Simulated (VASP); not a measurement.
# ZrBrF in VASP: a series of runs

The runs below take ZrBrF through single point, relaxation of cell and atoms, with PBE.

All numbers are computed with VASP 6.6.1; they aren't measurements. Logs are shortened: lines on timing, memory, paths and dates and some standing lists are left out, and cuts for length are marked.

**1. The cell of the first run**

The structure is orthorhombic, space group Pmmm (No. 47). The conventional cell has a = 3.808 Å, b = 3.844 Å, c = 3.963 Å, α = 90.00°, β = 90.00°, γ = 90.00°. Within 3.6 Å of Zr (site symmetry mmm) lie 4 Br at 2.71 Å and 8 F at 3.35 Å. Within 2.6 Å of Br (site symmetry mmm) lie 2 F at 1.98 Å. F (site symmetry mmm) has 2 Br at 1.98 Å within 2.6 Å.

**2. Single point, PBE**

Input file INCAR:

```
SYSTEM = ZrBrF
  ALGO = Normal
  EDIFF = 1E-6
  ENCUT = 520
  GGA = PE
  ISIF = 2
  ISMEAR = 0
  LASPH = .True.
  LCHARG = .True.
  LELF = .True.
  LREAL = .False.
  LVHAR = .True.
  LWAVE = .False.
  NBANDS = 20
  NELM = 80
  PREC = Accurate
  SIGMA = 0.1
```

Input file KPOINTS:

```
k-points
0
Gamma
  4 4 4
  0 0 0
```

Input file POSCAR:

```
ZrBrF
1.0
    3.8076942700      0.0000000000      0.0000000000
    0.0000000000      3.8442891300      0.0000000000
    0.0000000000      0.0000000000      3.9627642000
Zr Br F
1 1 1
Direct
    0.0000000000      0.0000000000      0.0000000000
    0.5000000000      0.5000000000      0.0000000000
    0.5000000000      0.5000000000      0.5000000000
```

Potentials or basis: VASP PAW PBE potentials, release 64 (Zr_sv, Br, F).

On the command line:

```console
> cat potpaw_PBE.64/Zr_sv/POTCAR potpaw_PBE.64/Br/POTCAR potpaw_PBE.64/F/POTCAR > POTCAR
> mpirun -np 1 vasp_std > vasp.out
```

OUTCAR:

```text
SYSTEM = ZrBrF
   EDIFF = 1E-6
   ENCUT = 520
   GGA = PE
   ISIF = 2
   ISMEAR = 0
   LASPH = .True.
   LREAL = .False.
   NELM = 80
   PREC = Accurate

 ion  position               nearest neighbor table
   1  0.000  0.000  0.000-   2 2.71   2 2.71   2 2.71   2 2.71
   2  0.500  0.500  0.000-   3 1.98   3 1.98   1 2.71   1 2.71   1 2.71   1 2.71
   3  0.500  0.500  0.500-   2 1.98   2 1.98

  LATTYP: Found a simple orthorhombic cell.
 ALAT       =     3.8076942700
 B/A-ratio  =     1.0096107664
 C/A-ratio  =     1.0407254152

  Lattice vectors:

 A1 = (   3.8076942700,   0.0000000000,   0.0000000000)
 A2 = (   0.0000000000,   3.8442891300,   0.0000000000)
 A3 = (   0.0000000000,   0.0000000000,   3.9627642000)

Analysis of symmetry for initial positions (statically):
=====================================================================
 Subroutine PRICEL returns:
 Original cell was already a primitive cell.

 Routine SETGRP: Setting up the symmetry group for a
 simple orthorhombic supercell.

 Subroutine GETGRP returns: Found  8 space group operations
 (whereof  8 operations were pure point group operations)
 out of a pool of  8 trial point group operations.

The static configuration has the point symmetry D_2h.

Analysis of symmetry for dynamics (positions and initial velocities):
=====================================================================
 Subroutine PRICEL returns:
 Original cell was already a primitive cell.

 Routine SETGRP: Setting up the symmetry group for a
 simple orthorhombic supercell.

 Subroutine GETGRP returns: Found  8 space group operations
 (whereof  8 operations were pure point group operations)
 out of a pool of  8 trial point group operations.

The dynamic configuration has the point symmetry D_2h.

 Subroutine INISYM returns: Found  8 space group operations
 (whereof  8 operations are pure point group operations),
 and found     1 'primitive' translations

----------------------------------------------------------------------------------------

                                     Primitive cell

  volume of cell :      58.0065

  direct lattice vectors                    reciprocal lattice vectors
     3.807694270  0.000000000  0.000000000     0.262626127  0.000000000  0.000000000
     0.000000000  3.844289130  0.000000000     0.000000000  0.260126116  0.000000000
     0.000000000  0.000000000  3.962764200     0.000000000  0.000000000  0.252349105

  length of vectors
     3.807694270  3.844289130  3.962764200     0.262626127  0.260126116  0.252349105

  position of ions in fractional coordinates (direct lattice)
     0.000000000  0.000000000  0.000000000
     0.500000000  0.500000000  0.000000000
     0.500000000  0.500000000  0.500000000

  ion indices of the primitive-cell ions
   primitive index   ion index
                 1           1
                 2           2
                 3           3

----------------------------------------------------------------------------------------

 KPOINTS: k-points

Automatic generation of k-mesh.
 Grid dimensions read from file:
 generate k-points for:    4    4    4

 Generating k-lattice:

  Cartesian coordinates                     Fractional coordinates (reciprocal lattice)
     0.065656532  0.000000000  0.000000000     0.250000000  0.000000000  0.000000000
     0.000000000  0.065031529  0.000000000     0.000000000  0.250000000  0.000000000
     0.000000000  0.000000000  0.063087276     0.000000000  0.000000000  0.250000000

  Length of vectors
     0.065656532  0.065031529  0.063087276

  Shift w.r.t. Gamma in fractional coordinates (k-lattice)
     0.000000000  0.000000000  0.000000000

 Subroutine IBZKPT returns following result:
 ===========================================

 Found     27 irreducible k-points:

 Following reciprocal coordinates:
            Coordinates               Weight
  0.000000  0.000000  0.000000      1.000000
  0.250000  0.000000  0.000000      2.000000
  0.500000  0.000000  0.000000      1.000000
  0.000000  0.250000  0.000000      2.000000
  0.250000  0.250000  0.000000      4.000000
  0.500000  0.250000  0.000000      2.000000
[... 16 lines left out ...]
  0.250000  0.250000  0.500000      4.000000
  0.500000  0.250000  0.500000      2.000000
 [... further k-points ...]
   k-points           NKPTS =     27   k-points in BZ     NKDIM =     27   number of bands    NBANDS=     20
   number of dos      NEDOS =    301   number of ions     NIONS =      3
   total plane-waves  NPLWV =  25200
   dimension x,y,z NGX =    28 NGY =   30 NGZ =   30
   dimension x,y,z NGXF=    56 NGYF=   60 NGZF=   60
   ions per type =               1   1   1
   NGX,Y,Z   is equivalent  to a cutoff of  12.22, 12.97, 12.59 a.u.
   NGXF,Y,Z  is equivalent  to a cutoff of  24.45, 25.95, 25.17 a.u.
 SYSTEM =  ZrBrF
   PREC   = accura    normal or accurate (medium, high low for compatibility)
   ISTART =      0    job   : 0-new  1-cont  2-samecut
   ICHARG =      2    charge: 1-file 2-atom 10-const
   ISPIN  =      1    spin polarized calculation?
   LNONCOLLINEAR =      F non collinear calculations
   LSORBIT =      F    spin-orbit coupling
   LASPH  =      T    aspherical Exc in radial PAW
   ENCUT  =  520.0 eV  38.22 Ry    6.18 a.u.   7.08  7.15  7.37*2*pi/ulx,y,z
   NELM   =     80;   NELMIN=  2; NELMDL= -5     # of ELM steps
   EDIFF  = 0.1E-05   stopping-criterion for ELM
   LREAL  =      F    real-space projection
   EDIFFG = 0.1E-04   stopping-criterion for IOM
   NSW    =      0    number of steps for IOM
   IBRION =     -1    ionic relax: 0-MD 1-quasi-New 2-CG
   NFREE  =      0    steps in history (QN), initial steepest desc. (CG)
   ISIF   =      2    stress and relaxation
   ISYM   =      2    0-nonsym 1-usesym 2-fastsym
   POTIM  = 0.5000    time-step for ionic-motion
   TEBEG  =    0.0;   TEEND  =   0.0 temperature during run
   PSTRESS=    0.0 pullay stress
   NELECT =      26.0000    total number of electrons
   NUPDOWN=      -1.0000    fix difference up-down
   EMIN   =  10.00;   EMAX   =-10.00  energy-range for DOS
   EFERMI =   0.00;   METHOD = LEGACY
   ISMEAR =     0;   SIGMA  =   0.10  broadening in eV -4-tet -1-fermi 0-gaus
   EFERMI_NEDOS =   21; number of points for ismear=-14 and -15
   IALGO  =     38    algorithm
   IMIX   =      4    mixing-type and parameters
     AMIX     =   0.40;   BMIX     =  1.00
     AMIX_MAG =   1.60;   BMIX_MAG =  1.00
  volume/ion in A,a.u.               =      19.34       130.48
  Fermi-wavevector in a.u.,A,eV,Ry     =   1.252873  2.367587 21.356951  1.569692
  Thomas-Fermi vector in A             =   2.386753
   LORBIT       =      0    0 simple, 1 ext, 2 COOP (PROOUT), +10 PAW based schemes
   GGA     = PE    functional components
   LHFCALC =     F    Hartree Fock is set to
   AEXX    =    0.0000 exact exchange contribution
   IVDW    =     0    specifies the selected vdW correction
   LEPSILON=     F    determine dielectric tensor
   LRPA    =     F    only Hartree local field effects (RPA)
 non-spin polarized calculation
 Gauss-broadening in eV      SIGMA  =   0.10
  energy-cutoff  :      520.00
  volume of cell :       58.01
 maximum number of plane-waves:      1580
   NGX = 15   NGY = 15   NGZ = 15

 number of electron      26.0000000 magnetization

 Free energy of the ion-electron system (eV)
  ---------------------------------------------------
  ext. energy  EPLUGINS =         0.00000000
  ---------------------------------------------------
  free energy    TOTEN  =       -10.90707703 eV

  energy without entropy =      -10.87025059  energy(sigma->0) =      -10.88866381

 E-fermi :   7.0354     XC(G=0): -10.0607

 val. band max:        7.0260977001   @ k =   0.5000   0.2500   0.5000
 cond. band min:       7.0356581133   @ k =   0.2500   0.2500   0.0000
 fundamental gap:      0.0095604131
 Fermi energy:         7.0354323100

 k-point     1 :       0.0000    0.0000    0.0000
  band No.  band energies     occupation
      1     -43.1280      2.00000
      2     -21.2249      2.00000
      3     -21.2116      2.00000
      4     -21.0707      2.00000
      5     -18.6873      2.00000
      6     -10.6189      2.00000
[... 12 lines left out ...]
     19      16.3271      0.00000
     20      16.3743      0.00000

 k-point     2 :       0.2500    0.0000    0.0000
  band No.  band energies     occupation
      1     -43.1248      2.00000
      2     -21.3129      2.00000
      3     -21.2126      2.00000
      4     -21.0657      2.00000
      5     -18.6401      2.00000
      6     -10.3767      2.00000
[... 12 lines left out ...]
     19      13.6369      0.00000
     20      13.8161      0.00000

 k-point     3 :       0.5000    0.0000    0.0000
  band No.  band energies     occupation
      1     -43.1215      2.00000
      2     -21.4094      2.00000
      3     -21.2004      2.00000
      4     -21.0607      2.00000
      5     -18.5966      2.00000
      6     -10.1130      2.00000
[... 12 lines left out ...]
     19      12.1318      0.00000
     20      13.2058      0.00000

 k-point     4 :       0.0000    0.2500    0.0000
  band No.  band energies     occupation
      1     -43.1251      2.00000
      2     -21.3219      2.00000
      3     -21.2003      2.00000
      4     -21.0661      2.00000
      5     -18.6407      2.00000
      6     -10.3810      2.00000
[... 12 lines left out ...]
     19      13.5519      0.00000
     20      13.8082      0.00000

 k-point     5 :       0.2500    0.2500    0.0000
  band No.  band energies     occupation
      1     -43.1219      2.00000
      2     -21.3068      2.00000
      3     -21.2694      2.00000
      4     -21.0615      2.00000
      5     -18.6296      2.00000
      6     -10.3117      2.00000
[... 12 lines left out ...]
     19      12.8945      0.00000
     20      13.4635      0.00000
[... 353 lines left out ...]
      6     -11.7474      2.00000
[... 12 lines left out ...]
     19      11.3640      0.00000
     20      14.8361      0.00000

 k-point    22 :       0.0000    0.2500    0.5000
  band No.  band energies     occupation
      1     -43.1226      2.00000
      2     -21.3035      2.00000
      3     -21.1961      2.00000
      4     -21.1238      2.00000
      5     -18.3724      2.00000
      6     -11.9975      2.00000
[... 12 lines left out ...]
     19      10.5649      0.00000
     20      14.8545      0.00000

 k-point    23 :       0.2500    0.2500    0.5000
  band No.  band energies     occupation
      1     -43.1194      2.00000
      2     -21.2888      2.00000
      3     -21.2640      2.00000
      4     -21.1165      2.00000
      5     -18.3674      2.00000
      6     -11.9356      2.00000
[... 12 lines left out ...]
     19      13.1097      0.00000
     20      14.5393      0.00000

 k-point    24 :       0.5000    0.2500    0.5000
  band No.  band energies     occupation
      1     -43.1163      2.00000
      2     -21.3474      2.00000
      3     -21.2568      2.00000
      4     -21.1093      2.00000
      5     -18.3626      2.00000
      6     -11.8785      2.00000
[... 12 lines left out ...]
     19      11.6016      0.00000
     20      13.4623      0.00000

 [... further k-points ...]

------------------------ aborting loop because EDIFF is reached ----------------------------------------

  FORCE on cell =-STRESS in cart. coord.  units (eV):
  Direction    XX          YY          ZZ          XY          YZ          ZX
  --------------------------------------------------------------------------------------
  -------------------------------------------------------------------------------------
  Total        0.0910524      0.2355343     17.0245454      0.0000000      0.0000000      0.0000000
  in kB        2.5149274      6.5056167    470.2293807      0.0000000      0.0000000      0.0000000
  external PRESSURE =     159.7499749 kB  Pullay stress =       0.0000000 kB

 VOLUME and BASIS-vectors are now :
 -----------------------------------------------------------------------------
  energy-cutoff  :      520.00
  volume of cell :       58.01
      direct lattice vectors                 reciprocal lattice vectors
     3.807694270  0.000000000  0.000000000     0.262626127  0.000000000  0.000000000
     0.000000000  3.844289130  0.000000000     0.000000000  0.260126116  0.000000000
     0.000000000  0.000000000  3.962764200     0.000000000  0.000000000  0.252349105

 POSITION                                       TOTAL-FORCE (eV/Angst)
 -----------------------------------------------------------------------------------
      0.00000      0.00000      0.00000         0.000000      0.000000      0.000000
      1.90385      1.92214      0.00000         0.000000      0.000000      0.000000
      1.90385      1.92214      1.98138         0.000000      0.000000      0.000000
 -----------------------------------------------------------------------------------
    total drift:                                0.000000      0.000000      0.000000

  FREE ENERGIE OF THE ION-ELECTRON SYSTEM (eV)
  ---------------------------------------------------
  free  energy   TOTEN  =       -10.9070770315 eV

  energy  without entropy=      -10.8702505888  energy(sigma->0) =      -10.88866381
```

Wall time 11 s (1 thread of Intel Xeon 6975P-C (Granite Rapids), shared host); peak memory 0.18 GiB.

Results:

- Free energy: -10.9071 eV
- Pressure: 16.0 GPa
- Band gap on the k mesh: zero (band 13 reaches 7.60 eV, above the bottom of band 14 at 6.62 eV)

Stress tensor (GPa, compression positive):
```
 0.25  0.00  0.00
 0.00  0.65  0.00
 0.00  0.00 47.02
```

Levels at points of the mesh, in eV from the Fermi level:
| k point | band 9 | band 10 | band 11 | band 12 | band 13 | band 14 | band 15 | band 16 | band 17 | band 18 |
| --- | --- | --- | --- | --- | --- | --- | --- | --- | --- | --- |
| (0.00, 0.00, 0.00) | -7.48 | -4.03 | -4.01 | -2.66 | -1.96 | -0.41 | 0.52 | 0.91 | 0.96 | 1.36 |
| (0.50, 0.00, 0.00) | -8.15 | -5.23 | -4.75 | -0.76 | -0.26 | 1.08 | 1.23 | 1.93 | 3.20 | 4.38 |
| (0.00, 0.50, 0.00) | -8.10 | -5.22 | -4.72 | -0.78 | -0.26 | 0.92 | 1.26 | 1.97 | 3.22 | 4.31 |
| (0.50, 0.50, 0.00) | -8.29 | -4.56 | -4.53 | -0.87 | -0.21 | -0.20 | 1.32 | 1.46 | 1.83 | 1.90 |
| (0.00, 0.00, 0.50) | -6.20 | -5.81 | -5.76 | -4.13 | -2.41 | -0.34 | 0.60 | 0.65 | 1.07 | 1.73 |
| (0.50, 0.00, 0.50) | -6.72 | -6.22 | -5.95 | -4.33 | 0.52 | 0.64 | 1.09 | 2.28 | 2.32 | 3.59 |
| (0.00, 0.50, 0.50) | -6.71 | -6.22 | -5.96 | -4.35 | 0.57 | 0.69 | 0.93 | 2.27 | 2.27 | 3.60 |
| (0.50, 0.50, 0.50) | -6.78 | -6.77 | -6.06 | -3.44 | -0.39 | -0.36 | 1.14 | 1.77 | 1.86 | 3.23 |

Caveat: the k points lie up to 0.41 Å⁻¹ apart.

**3. Single point, PBE**

This run uses another cell than the first one, of 24.04 Å³/atom, 1.243 times its volume.

Input file INCAR:

```
SYSTEM = ZrBrF
ALGO = Normal
EDIFF = 1E-6
ENCUT = 520
GGA = PE
ISIF = 2
ISMEAR = 0
LASPH = .TRUE.
LCHARG = .FALSE.
LREAL = .FALSE.
LWAVE = .FALSE.
NBANDS = 20
NELM = 100
PREC = Accurate
SIGMA = 0.1
```

Input file KPOINTS:

```
k-points
0
G
  4 4 4
  0 0 0
```

Input file POSCAR:

```
ZrBrF
1.0
    3.6957687243      0.0000000000      0.0000000000
    0.0000000000      3.6959448022      0.0000000000
    0.0000000000      0.0000000000      5.2795763480
Zr Br F
1 1 1
Direct
    0.0000000000      0.0000000000      0.0000000000
    0.5000000000      0.5000000000      0.0000000000
    0.5000000000      0.5000000000      0.5000000000
```

Potentials or basis: VASP PAW PBE potentials, release 64 (Zr_sv, Br, F).

On the command line:

```console
> cat potpaw_PBE.64/Zr_sv/POTCAR potpaw_PBE.64/Br/POTCAR potpaw_PBE.64/F/POTCAR > POTCAR
> mpirun -np 1 vasp_std > vasp.out
```

Wall time 15 s (1 thread of Intel Xeon 6975P-C (Granite Rapids), shared host); peak memory 0.19 GiB.

It converged, with:

- Free energy: -13.2615 eV
- Pressure: 0.0 GPa
- Band gap on the k mesh: zero (band 13 reaches 4.84 eV, above the bottom of band 14 at 3.18 eV)

Stress tensor (GPa, compression positive):
```
-0.06  0.00  0.00
 0.00 -0.06  0.00
 0.00  0.00  0.12
```

Levels at points of the mesh, in eV from the Fermi level:
```
           k point  band 9  band 10  band 11  band 12  band 13  band 14  band 15  band 16  band 17  band 18
(0.00, 0.00, 0.00)   -5.41    -2.92    -2.12    -2.12    -1.07    -0.54    -0.32     0.50     0.50     1.23
(0.50, 0.00, 0.00)   -6.39    -2.81    -2.10    -1.33     0.63     0.85     1.21     1.51     3.32     3.59
(0.00, 0.50, 0.00)   -6.39    -2.81    -2.10    -1.33     0.63     0.85     1.21     1.51     3.32     3.59
(0.50, 0.50, 0.00)   -5.72    -2.49    -2.49    -0.95    -0.95    -0.94     0.50     1.84     1.91     2.21
(0.00, 0.00, 0.50)   -5.31    -2.90    -2.83    -2.28    -2.28    -0.54     0.59     0.59     0.74     1.61
(0.50, 0.00, 0.50)   -5.53    -2.88    -2.62    -2.17     0.71     0.81     1.26     1.31     3.39     3.65
(0.00, 0.50, 0.50)   -5.53    -2.88    -2.62    -2.17     0.71     0.81     1.25     1.31     3.39     3.65
(0.50, 0.50, 0.50)   -4.61    -2.93    -2.93    -2.56    -0.51    -0.51     0.76     1.88     1.91     2.73
```

Caveat: the k points lie up to 0.43 Å⁻¹ apart.

(Continued in part 2 of 2.)
